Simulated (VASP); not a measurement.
A run of VASP 6.6.1:

File INCAR:

```
PREC = Accurate
ENCUT = 520
EDIFF = 1E-6
ISMEAR = -1
SIGMA = 0.01
LREAL = Auto
LASPH = True
NELM = 100
ALGO = Normal
ISIF = 2
LWAVE = False
LCHARG = True
GGA = PE
LELF = True
LVHAR = True
NBANDS = 126
NELECT = 200.0
```

KPOINTS

```
Automatic mesh
0
Gamma
  1 1 1
  0.25 0.25 0.25
```

Contents of POSCAR:

```
Si18N24O
1.0
    7.6633883300      0.0000000000      0.0000000000
   -3.8316941700      6.6366889800      0.0000000000
    0.0000000000      0.0000000000      8.7784169900
Si N O
18 24 1
Direct
    0.2375005804      0.8346692178      0.2498967641
    0.4060511478      0.2333392456      0.0845461090
    0.8253165233      0.5947515413      0.0918949283
    0.1728936399      0.4065953683      0.2518489384
    0.5874306630      0.7689949032      0.2512369830
    0.7667360940      0.1735131786      0.0854552707
    0.1958768017      0.8394083280      0.5735653713
    0.4199842796      0.2444768777      0.4172229463
    0.8521317656      0.6522983091      0.4339717519
    0.1745877036      0.4183432444      0.5839894603
    0.5853725257      0.7721023262      0.5821909583
    0.7647981439      0.1862398560      0.4186670563
    0.2272562026      0.8247692511      0.9137131454
    0.3987257007      0.2299833553      0.7505448884
    0.8192380090      0.5819668530      0.7558565522
    0.1732149945      0.4069249001      0.9178761967
    0.5931201164      0.7666446349      0.9161681439
    0.7675759098      0.1733599395      0.7510314226
    0.3286144859      0.6674581276      0.2428190644
    0.6660199694      0.3333461922      0.0868622442
    0.9739058463      0.6802277481      0.2524344654
    0.3017461458      0.9728610184      0.0790361179
    0.6668402304      0.6991864488      0.0850240995
    0.3273938212      0.2994654422      0.2494117108
    0.0290835329      0.3303263128      0.0840381587
    0.7044009160      0.0324871334      0.2513969207
    0.3283118341      0.6779473942      0.5851814747
    0.6781999221      0.3558575680      0.4170159613
    0.9639787814      0.6095791158      0.6028258860
    0.3429889971      0.9850924188      0.4095827305
    0.6373820095      0.6816530070      0.4159281798
    0.3319650905      0.3066514050      0.5843906716
    0.0312145446      0.3328903926      0.4165198582
    0.7004438094      0.0353772793      0.5843782547
    0.3323318754      0.6678892160      0.9158592044
    0.6561093092      0.3231148855      0.7612129849
    0.9646971468      0.6649139373      0.9234242357
    0.2842451523      0.9698135651      0.7500070921
    0.6703853476      0.7002561087      0.7494965217
    0.3305079114      0.3039087723      0.9193745306
    0.0305174315      0.3231168443      0.7539002770
    0.7004154995      0.0282321502      0.9185811074
    0.0064121098     -0.1004335147      0.4928485403
```

Potentials or basis: VASP PAW PBE potentials, release 64 (Si, N, O).

The run is started by

```bash
$ cat potpaw_PBE.64/Si/POTCAR potpaw_PBE.64/N/POTCAR potpaw_PBE.64/O/POTCAR > POTCAR
$ mpirun -np 1 vasp_std > vasp.out
```

Hardware: 1 thread of AMD EPYC 7R43 64-Core Processor (Zen 3), with other jobs on the host.

Problem. How long does it take, and how much memory?

Solution. Wall time 19 min on 1 thread of AMD EPYC 7R43 64-Core Processor (Zen 3), with other jobs on the host, peak memory 0.6 GiB. Counts: scf iterations 17, k points 6.
